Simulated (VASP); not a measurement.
# Rh in VASP: single point with PBE+D3(BJ)

Aim: the single point of Rh with PBE+D3(BJ).

Program: VASP 6.6.1. These are calculated values, not measurements. Logs are shortened: lines on timing, memory, paths and dates and some standing lists are left out, and cuts for length are marked.

## Step 1: The cell of the first run

The cell holds a slab with vacuum, 8 atoms: a = 5.365 Å, b = 2.682 Å, c = 23.570 Å, α = 90.00°, β = 90.00°, γ = 120.00°.

## Step 2: Single point, PBE+D3(BJ)

INCAR reads:

```
SYSTEM = Rh
ALGO = Normal
DIPOL = 0.5 0.5 0.499
EDIFF = 1E-6
ENCUT = 520
GGA = PE
IDIPOL = 3
ISIF = 2
ISMEAR = 0
IVDW = 12
LASPH = .TRUE.
LCHARG = .TRUE.
LDIPOL = .TRUE.
LELF = .TRUE.
LREAL = .FALSE.
LVACPOTAV = .TRUE.
LVHAR = .TRUE.
LWAVE = .FALSE.
NBANDS = 70
NELM = 60
PREC = Accurate
SIGMA = 0.1
```

KPOINTS reads:

```
k-points
0
G
  6 12 1
  0 0 0
```

POSCAR reads:

```
Rh
1.0
    5.3646373903      0.0000000000      0.0000000000
   -1.3411593476      2.3229561311      0.0000000000
    0.0000000000      0.0000000000     23.5703121307
Rh
8
Direct
    0.3333333333      0.3333333333      0.3606231412
    0.8333333333      0.3333333333      0.3606231412
    0.6666666667      0.6666666667      0.4535410471
    0.1666666667      0.6666666667      0.4535410471
   -0.0000000107     -0.0000000107      0.5448555572
    0.4999999893     -0.0000000107      0.5448555572
    0.3333333109      0.3333333109      0.6370720475
    0.8333333109      0.3333333109      0.6370720475
```

Potentials or basis: VASP PAW PBE potentials, release 64 (Rh_pv).

Launch:

```sh
$ cat potpaw_PBE.64/Rh_pv/POTCAR > POTCAR
$ mpirun -np 1 vasp_std > vasp.out
```

OUTCAR:

```text
SYSTEM = Rh
   EDIFF = 1E-6
   ENCUT = 520
   GGA = PE
   ISIF = 2
   ISMEAR = 0
   IVDW = 12
   LASPH = .TRUE.
   LREAL = .FALSE.
   NELM = 60
   PREC = Accurate
 IVDW          = 12

 ion  position               nearest neighbor table
   1  0.333  0.333  0.361-   2 2.68   2 2.68   2 2.68   2 2.68   4 2.68   4 2.68   3 2.68
   2  0.833  0.333  0.361-   1 2.68   1 2.68   1 2.68   1 2.68   3 2.68   3 2.68   4 2.68
   3  0.667  0.667  0.454-   5 2.65   6 2.65   6 2.65   4 2.68   4 2.68   4 2.68   4 2.68   2 2.68
                             2 2.68   1 2.68
   4  0.167  0.667  0.454-   6 2.65   5 2.65   5 2.65   3 2.68   3 2.68   3 2.68   3 2.68   1 2.68
                             1 2.68   2 2.68
   5  1.000  1.000  0.545-   3 2.65   4 2.65   4 2.65   7 2.67   8 2.67   8 2.67   6 2.68   6 2.68
                             6 2.68   6 2.68
   6  0.500  1.000  0.545-   4 2.65   3 2.65   3 2.65   8 2.67   7 2.67   7 2.67   5 2.68   5 2.68
                             5 2.68   5 2.68
   7  0.333  0.333  0.637-   5 2.67   6 2.67   6 2.67   8 2.68   8 2.68   8 2.68   8 2.68
   8  0.833  0.333  0.637-   6 2.67   5 2.67   5 2.67   7 2.68   7 2.68   7 2.68   7 2.68

  Warning from LATTYP: Monoclinic adjustment (A1->A3, A2->A1, A3->A2)!
  LATTYP: Found a simple orthorhombic cell.
 ALAT       =     2.6823186952
 B/A-ratio  =     1.7320508075
 C/A-ratio  =     8.7872899566

  Lattice vectors:

 A1 = (   1.3411593476,  -2.3229561311,   0.0000000000)
 A2 = (   4.0234780427,   2.3229561311,   0.0000000000)
 A3 = (   0.0000000000,   0.0000000000,  23.5703121307)

Analysis of symmetry for initial positions (statically):
=====================================================================
 Subroutine PRICEL returns following result:

  LATTYP: Found a hexagonal cell.
 ALAT       =     2.6823186951
 C/A-ratio  =     8.7872899568

  Lattice vectors:

 A1 = (   2.6823186952,   0.0000000000,   0.0000000000)
 A2 = (  -1.3411593476,   2.3229561311,   0.0000000000)
 A3 = (   0.0000000000,   0.0000000000,  23.5703121307)

   2 primitive cells build up your supercell.

 Routine SETGRP: Setting up the symmetry group for a
 simple orthorhombic supercell.

 Subroutine GETGRP returns: Found  2 space group operations
 (whereof  2 operations were pure point group operations)
 out of a pool of  8 trial point group operations.

The static configuration has the point symmetry C_1h.

Analysis of symmetry for dynamics (positions and initial velocities):
=====================================================================
[... 134 lines left out ...]
   PSTRESS=    0.0 pullay stress
   NELECT =     120.0000    total number of electrons
   NUPDOWN=      -1.0000    fix difference up-down
   EMIN   =  10.00;   EMAX   =-10.00  energy-range for DOS
   EFERMI =   0.00;   METHOD = LEGACY
   ISMEAR =     0;   SIGMA  =   0.10  broadening in eV -4-tet -1-fermi 0-gaus
   EFERMI_NEDOS =   21; number of points for ismear=-14 and -15
   IALGO  =     38    algorithm
   IMIX   =      4    mixing-type and parameters
     AMIX     =   0.40;   BMIX     =  1.00
     AMIX_MAG =   1.60;   BMIX_MAG =  1.00
  volume/ion in A,a.u.               =      36.72       247.77
  Fermi-wavevector in a.u.,A,eV,Ry     =   1.214748  2.295542 20.076943  1.475614
  Thomas-Fermi vector in A             =   2.350158
   LORBIT       =      0    0 simple, 1 ext, 2 COOP (PROOUT), +10 PAW based schemes
   GGA     = PE    functional components
   LHFCALC =     F    Hartree Fock is set to
   AEXX    =    0.0000 exact exchange contribution
   IVDW    =    12    specifies the selected vdW correction
   LEPSILON=     F    determine dielectric tensor
   LRPA    =     F    only Hartree local field effects (RPA)
 non-spin polarized calculation
 Gauss-broadening in eV      SIGMA  =   0.10
  energy-cutoff  :      520.00
  volume of cell :      293.73
 maximum number of plane-waves:      7978
   NGX = 19   NGY =  9   NGZ = 87

 dipolmoment           0.000000      0.000000      0.000148 electrons x Angstroem

 number of electron     120.0000000 magnetization

 dipolmoment           0.000000      0.000000     -0.000454 electrons x Angstroem

 Free energy of the ion-electron system (eV)
  ---------------------------------------------------
  ext. energy  EPLUGINS =         0.00000000
  ---------------------------------------------------
  free energy    TOTEN  =       -54.91215989 eV

  energy without entropy =      -54.85622984  energy(sigma->0) =      -54.88419487

 E-fermi :   1.2658     XC(G=0):  -6.0254

 val. band max:        1.2570198901   @ k =   0.3333   0.4167   0.0000
 cond. band min:       1.3015001502   @ k =   0.3333   0.0000   0.0000
 fundamental gap:      0.0444802601
 Fermi energy:         1.2658387479

 k-point     1 :       0.0000    0.0000    0.0000
  band No.  band energies     occupation
      1     -45.9355      2.00000
      2     -45.9057      2.00000
      3     -45.8948      2.00000
      4     -45.6367      2.00000
      5     -45.5429      2.00000
      6     -45.5169      2.00000
[... 1741 lines left out ...]
     69       5.9774      0.00000
     70       5.9774      0.00000

 [... further k-points ...]

------------------------ aborting loop because EDIFF is reached ----------------------------------------

 Edisp (eV)   -3.88024

 E8    (eV) :    -1.8061

  FORCE on cell =-STRESS in cart. coord.  units (eV):
  Direction    XX          YY          ZZ          XY          YZ          ZX
  --------------------------------------------------------------------------------------
  -------------------------------------------------------------------------------------
  Total      -3.79788    -3.79786    -0.55648    -0.00002     0.00000     0.00000
  in kB     -20.71595   -20.71585    -3.03538    -0.00009     0.00001     0.00002
  external pressure =      -14.82 kB  Pullay stress =        0.00 kB

 VOLUME and BASIS-vectors are now :
 -----------------------------------------------------------------------------
  energy-cutoff  :      520.00
  volume of cell :      293.73
      direct lattice vectors                 reciprocal lattice vectors
     5.364637390  0.000000000  0.000000000     0.186405889  0.107621490  0.000000000
    -1.341159348  2.322956131  0.000000000     0.000000000  0.430485960  0.000000000
     0.000000000  0.000000000 23.570312131     0.000000000  0.000000000  0.042426252

 POSITION                                       TOTAL-FORCE (eV/Angst)
 -----------------------------------------------------------------------------------
      1.34116      0.77432      8.50000        -0.000000     -0.000000      0.126619
      4.02348      0.77432      8.50000        -0.000000     -0.000000      0.126619
      2.68232      1.54864     10.69010         0.000000      0.000000     -0.139427
      0.00000      1.54864     10.69010         0.000000      0.000000     -0.139427
      4.02348      2.32296     12.84242         0.000000      0.000000      0.006599
      1.34116      2.32296     12.84242         0.000000      0.000000      0.006599
      1.34116      0.77432     15.01599        -0.000001     -0.000000      0.006209
      4.02348      0.77432     15.01599        -0.000001     -0.000000      0.006209
 -----------------------------------------------------------------------------------
    total drift:                                0.000001      0.000002      0.001797

  FREE ENERGIE OF THE ION-ELECTRON SYSTEM (eV)
  ---------------------------------------------------
  free  energy   TOTEN  =       -58.7923962769 eV

  energy  without entropy=      -58.7364662214  energy(sigma->0) =      -58.76443125

 vacuum level on the upper side and lower side of the slab         6.405         6.412
```

Wall time 18 min (1 thread of Intel Xeon 6975P-C, shared host); peak memory 0.59 GiB.

Results:

```yaml
Free_energy: -58.7924 eV
Largest_force: 0.139 eV/Å
Band_gap_on_the_k_mesh: zero (band 60 reaches 1.99 eV, above the bottom of band 61 at 0.57 eV)
Dispersion_energy_per_atom: -0.485 eV
```

Forces on the atoms (eV/Å):
```
Rh   0.000  0.000  0.127
Rh   0.000  0.000  0.127
Rh   0.000  0.000 -0.139
Rh   0.000  0.000 -0.139
Rh   0.000  0.000  0.007
Rh   0.000  0.000  0.007
Rh   0.000  0.000  0.006
Rh   0.000  0.000  0.006
```

Levels at points of the mesh, in eV from the Fermi level:
```
           k point  band 58  band 59  band 60  band 61  band 62  band 63
(0.00, 0.00, 0.00)    -0.02    -0.02     0.09     0.30     0.35     0.46
(0.50, 0.00, 0.00)    -1.11    -0.78    -0.78    -0.69    -0.69    -0.53
(0.00, 0.50, 0.00)     0.52     0.72     0.72     1.06     1.06     1.09
(0.50, 0.50, 0.00)    -0.72     0.15     0.15     0.54     0.54     0.78
```
